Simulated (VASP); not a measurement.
# Al (Immm) in VASP: a series of runs

Al is run at these levels: PBEsol; tasks: single point.

Everything below comes from runs of VASP 6.6.1. Logs are shortened: lines on timing, memory, paths and dates and some standing lists are left out, and cuts for length are marked.

## Step 1: The cell of the first run

It takes space group Immm (No. 71, orthorhombic). The conventional cell has a = 2.719 Å, b = 3.005 Å, c = 4.048 Å, α = 90.00°, β = 90.00°, γ = 90.00°. Al (site symmetry mmm) has 12 Al at 2.72 to 3.01 Å within 3.6 Å.

## Step 2: Single point, PBEsol (strain -0.1000 x Voigt [0, 0, 0, 0, 0, 1])

Input file INCAR:

```
SYSTEM = Al
PREC = Accurate
ENCUT = 520
EDIFF = 1E-6
ISMEAR = 0
SIGMA = 0.15
LREAL = .False.
LASPH = .True.
NELM = 100
ALGO = Fast
ISIF = 2
LWAVE = .False.
LCHARG = .False.
GGA = PS
NBANDS = 8
```

Input file KPOINTS:

```
Automatic mesh
0
Gamma
  20 20 20
  0 0 0
```

Input file POSCAR:

```
Al
1.0
   -0.1011990000      2.0239800000      2.0239800000
    2.0239800000     -0.1011990000      2.0239800000
    1.9227810000      1.9227810000      0.0000000000
Al
1
Direct
    0.0000000000      0.0000000000      0.0000000000
```

Potentials or basis: VASP PAW PBE potentials, release 64 (Al).

The run is started by

```console
$ cat potpaw_PBE.64/Al/POTCAR > POTCAR
$ mpirun -np 1 vasp_std > vasp.out
```

OUTCAR:

```text
SYSTEM = Al
   PREC = Accurate
   ENCUT = 520
   EDIFF = 1E-6
   ISMEAR = 0
   LREAL = .False.
   LASPH = .True.
   NELM = 100
   ISIF = 2
   GGA = PS

 ion  position               nearest neighbor table
   1  0.000  0.000  0.000-

  LATTYP: Found a body centered orthorhombic cell.
 ALAT       =     2.7192229677
 B/A-ratio  =     1.1052631579
 C/A-ratio  =     1.4886458551

  Lattice vectors:

 A1 = (   0.1011990000,  -2.0239800000,  -2.0239800000)
 A2 = (  -0.1011990000,   2.0239800000,  -2.0239800000)
 A3 = (   2.0239800000,  -0.1011990000,   2.0239800000)

Analysis of symmetry for initial positions (statically):
=====================================================================
 Subroutine PRICEL returns:
 Original cell was already a primitive cell.

 Routine SETGRP: Setting up the symmetry group for a
 body centered orthorhombic supercell.

 Subroutine GETGRP returns: Found  8 space group operations
 (whereof  8 operations were pure point group operations)
 out of a pool of  8 trial point group operations.

The static configuration has the point symmetry D_2h.

Analysis of symmetry for dynamics (positions and initial velocities):
=====================================================================
 Subroutine PRICEL returns:
 Original cell was already a primitive cell.

 Routine SETGRP: Setting up the symmetry group for a
 body centered orthorhombic supercell.

 Subroutine GETGRP returns: Found  8 space group operations
 (whereof  8 operations were pure point group operations)
 out of a pool of  8 trial point group operations.

The dynamic configuration has the point symmetry D_2h.

 Subroutine INISYM returns: Found  8 space group operations
 (whereof  8 operations are pure point group operations),
 and found     1 'primitive' translations

----------------------------------------------------------------------------------------

                                     Primitive cell

  volume of cell :      16.5410

  direct lattice vectors                    reciprocal lattice vectors
    -0.101199000  2.023980000  2.023980000    -0.235274299  0.235274299  0.247038014
     2.023980000 -0.101199000  2.023980000     0.235274299 -0.235274299  0.247038014
     1.922781000  1.922781000  0.000000000     0.260040015  0.260040015 -0.247038014

  length of vectors
     2.864128370  2.864128370  2.719222968     0.414410150  0.414410150  0.443023023

  position of ions in fractional coordinates (direct lattice)
[... 75 lines left out ...]
   ENCUT  =  520.0 eV  38.22 Ry    6.18 a.u.   5.33  5.33  5.06*2*pi/ulx,y,z
   NELM   =    100;   NELMIN=  2; NELMDL= -5     # of ELM steps
   EDIFF  = 0.1E-05   stopping-criterion for ELM
   LREAL  =      F    real-space projection
   EDIFFG = 0.1E-04   stopping-criterion for IOM
   NSW    =      0    number of steps for IOM
   IBRION =     -1    ionic relax: 0-MD 1-quasi-New 2-CG
   NFREE  =      0    steps in history (QN), initial steepest desc. (CG)
   ISIF   =      2    stress and relaxation
   ISYM   =      2    0-nonsym 1-usesym 2-fastsym
   POTIM  = 0.5000    time-step for ionic-motion
   TEBEG  =    0.0;   TEEND  =   0.0 temperature during run
   PSTRESS=    0.0 pullay stress
   NELECT =       3.0000    total number of electrons
   NUPDOWN=      -1.0000    fix difference up-down
   EMIN   =  10.00;   EMAX   =-10.00  energy-range for DOS
   EFERMI =   0.00;   METHOD = LEGACY
   ISMEAR =     0;   SIGMA  =   0.15  broadening in eV -4-tet -1-fermi 0-gaus
   EFERMI_NEDOS =   21; number of points for ismear=-14 and -15
   IALGO  =     68    algorithm
   IMIX   =      4    mixing-type and parameters
     AMIX     =   0.40;   BMIX     =  1.00
     AMIX_MAG =   1.60;   BMIX_MAG =  1.00
  volume/ion in A,a.u.               =      16.54       111.62
  Fermi-wavevector in a.u.,A,eV,Ry     =   0.926676  1.751164 11.683717  0.858729
  Thomas-Fermi vector in A             =   2.052664
   LORBIT       =      0    0 simple, 1 ext, 2 COOP (PROOUT), +10 PAW based schemes
   GGA     = PS    functional components
   LHFCALC =     F    Hartree Fock is set to
   AEXX    =    0.0000 exact exchange contribution
   IVDW    =     0    specifies the selected vdW correction
   LEPSILON=     F    determine dielectric tensor
   LRPA    =     F    only Hartree local field effects (RPA)
 non-spin polarized calculation
 RMM-DIIS sequential band-by-band and
 Gauss-broadening in eV      SIGMA  =   0.15
  energy-cutoff  :      520.00
  volume of cell :       16.54
 maximum number of plane-waves:       461
 NGX is ok and might be reduce to    24
   NGX = 11   NGY = 11   NGZ = 11

 number of electron       3.0000000 magnetization

 Free energy of the ion-electron system (eV)
  ---------------------------------------------------
  ext. energy  EPLUGINS =         0.00000000
  ---------------------------------------------------
  free energy    TOTEN  =        -4.07489829 eV

  energy without entropy =       -4.07061409  energy(sigma->0) =       -4.07275619

 E-fermi :   7.9240     XC(G=0): -10.2441

 val. band max:        7.9202778269   @ k =  -0.2500  -0.4000   0.4000
 cond. band min:       7.9321068230   @ k =  -0.3000  -0.3000   0.4000
 fundamental gap:      0.0118289962
 Fermi energy:         7.9240378897

 k-point     1 :       0.0000    0.0000    0.0000
  band No.  band energies     occupation
      1      -3.1947      2.00000
      2      19.0171      0.00000
      3      20.2450      0.00000
      4      20.3290      0.00000
      5      21.0600      0.00000
      6      22.1719      0.00000
      7      23.7700      0.00000
      8      25.4639      0.00000
[... 243 lines left out ...]
 k-point    24 :      -0.3500    0.0500    0.0000
  band No.  band energies     occupation
      1       0.1964      2.00000
      2       6.7784      2.00000
      3      16.7112      0.00000
      4      20.9894      0.00000
      5      21.4068      0.00000
      6      21.6450      0.00000
      7      23.9813      0.00000
      8      25.5802      0.00000

 [... further k-points ...]
[... 5 lines left out ...]
  --------------------------------------------------------------------------------------
  -------------------------------------------------------------------------------------
  Total       -0.0411809     -0.0411809     -0.1954452      0.3702919      0.0000000      0.0000000
  in kB       -3.9888260     -3.9888260    -18.9310212     35.8668521      0.0000000      0.0000000
  external PRESSURE =      -8.9695578 kB  Pullay stress =       0.0000000 kB

 VOLUME and BASIS-vectors are now :
 -----------------------------------------------------------------------------
  energy-cutoff  :      520.00
  volume of cell :       16.54
      direct lattice vectors                 reciprocal lattice vectors
    -0.101199000  2.023980000  2.023980000    -0.235274299  0.235274299  0.247038014
     2.023980000 -0.101199000  2.023980000     0.235274299 -0.235274299  0.247038014
     1.922781000  1.922781000  0.000000000     0.260040015  0.260040015 -0.247038014

 POSITION                                       TOTAL-FORCE (eV/Angst)
 -----------------------------------------------------------------------------------
      0.00000      0.00000      0.00000         0.000000      0.000000      0.000000
 -----------------------------------------------------------------------------------
    total drift:                                0.000000      0.000000     -0.000000

  FREE ENERGIE OF THE ION-ELECTRON SYSTEM (eV)
  ---------------------------------------------------
  free  energy   TOTEN  =        -4.0748982949 eV

  energy  without entropy=       -4.0706140915  energy(sigma->0) =       -4.07275619
```

Wall time 1.7 min (1 thread of Intel Xeon 8259CL, shared host); peak memory 0.24 GiB.

What came out:

| Quantity | Value |
| --- | --- |
| Free energy | -4.0749 eV |
| Pressure | -0.9 GPa |
| Band gap on the k mesh | zero (an odd number of electrons rules out a gap without spin polarisation) |

Caveat: the cell differs from its parent crystal (strain -0.1000 x Voigt [0, 0, 0, 0, 0, 1]); the PAW data sets were made with another functional, which shifts forces and pressure a little.

## Step 3: Single point, PBEsol (strain +0.0875 x Voigt [0, 0, 0, 0, 0, 1])

Input file INCAR:

```
PREC = Accurate
ENCUT = 520
EDIFF = 1E-7
ISMEAR = 0
SIGMA = 0.15
LREAL = False
LASPH = True
NELM = 80
ALGO = Fast
ISIF = 2
LWAVE = False
LCHARG = False
GGA = PS
NBANDS = 8
```

Input file KPOINTS:

```
Automatic mesh
0
Gamma
  20 20 20
```

Input file POSCAR:

```
Al
1.0
    0.0885491250      2.0239800000      2.0239800000
    2.0239800000      0.0885491250      2.0239800000
    2.1125291250      2.1125291250      0.0000000000
Al
1
Direct
    0.0000000000      0.0000000000      0.0000000000
```

Potentials or basis: VASP PAW PBE potentials, release 64 (Al).

The run is started by

```console
$ cat potpaw_PBE.64/Al/POTCAR > POTCAR
$ mpirun -np 1 vasp_std > vasp.out
```

It took 97 s on 1 thread of Intel Xeon 8259CL, shared host; peak memory 0.25 GiB.

The run converged. Its results:

```yaml
Free_energy: -4.0791 eV
Pressure: -1.1 GPa
Band_gap_on_the_k_mesh: zero (an odd number of electrons rules out a gap without spin polarisation)
```

Stress tensor (GPa, compression positive):
```
-0.67 -2.98  0.00
-2.98 -0.67  0.00
 0.00  0.00 -2.07
```

Levels at points of the mesh, in eV from the Fermi level:
```csv
k point,band 1,band 2,band 3,band 4,band 5,band 6
"(0.00, 0.00, 0.00)",-11.12,11.26,12.37,12.59,13.30,14.02
"(0.50, 0.00, 0.00)",-4.35,-3.83,10.28,10.39,10.85,11.65
"(0.50, 0.50, 0.00)",-2.93,-1.64,4.08,4.84,7.23,9.54
"(0.00, 0.00, 0.50)",-4.90,-4.81,11.14,11.52,12.54,12.73
"(0.50, 0.00, 0.50)",-2.91,-1.57,5.26,5.60,5.61,9.04
```

Caveat: the cell differs from its parent crystal (strain +0.0875 x Voigt [0, 0, 0, 0, 0, 1]); the PAW data sets were made with another functional, which shifts forces and pressure a little.
